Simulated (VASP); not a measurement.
Write the native input for VASP 6.6.1 that does the following.

```
Task                   : single point
Functional             : PBEsol
Potentials or basis    : VASP PAW PBE potentials, release 64 (Ta_pv, N)
Cutoff                 : 520 eV
k mesh                 : 18 × 18 × 10
Occupations            : gaussian, width 0.15 eV
Spin                   : no spin polarisation
Dipole correction      : no
Further INCAR settings : ALGO = Normal; EDIFF = 1e-06; NBANDS = 24
```

The structure of TaN lies in POSCAR:

```
TaN
1.0
    3.0480019786      0.0000000000      0.0000000000
   -1.5240009893      2.6396471442      0.0000000000
    0.0000000000      0.0000000000      4.9180000000
Ta N
2 2
Direct
    0.0000000000      0.0000000000      0.0000000000
    0.0000000000      0.0000000000      0.5000000000
    0.3333333333      0.6666666667      0.2500000000
    0.6666666667      0.3333333333      0.7500000000
```

The input as run:

INCAR

```
SYSTEM = TaN
  PREC = Accurate
  ENCUT = 520
  EDIFF = 1E-6
  ISMEAR = 0
  SIGMA = 0.15
  LREAL = .FALSE.
  LASPH = .TRUE.
  NELM = 100
  ALGO = Normal
  ISIF = 2
  LWAVE = .FALSE.
  LCHARG = .FALSE.
  GGA = PS
  NBANDS = 24
```

KPOINTS

```
Automatic mesh
0
G
  18 18 10
  0 0 0
```

Potentials or basis: VASP PAW PBE potentials, release 64 (Ta_pv, N).

Run with:

```sh
$ cat potpaw_PBE.64/Ta_pv/POTCAR potpaw_PBE.64/N/POTCAR > POTCAR
$ mpirun -np 1 vasp_std > vasp.out
```

Results of the run:

- Pressure: 50.1 GPa
- Band gap on the k mesh: zero (bands 16 and 17 overlap by 2.63 eV)

Caveat: the cell stands under pressure; the PAW data sets were made with another functional, which shifts forces and pressure a little; spin-orbit coupling is left out, which moves the levels of the heavy elements.

Run time: 2 min on 1 thread of AMD EPYC 7R13 Processor (Zen 3), on a shared host, peak memory 0.27 GiB.
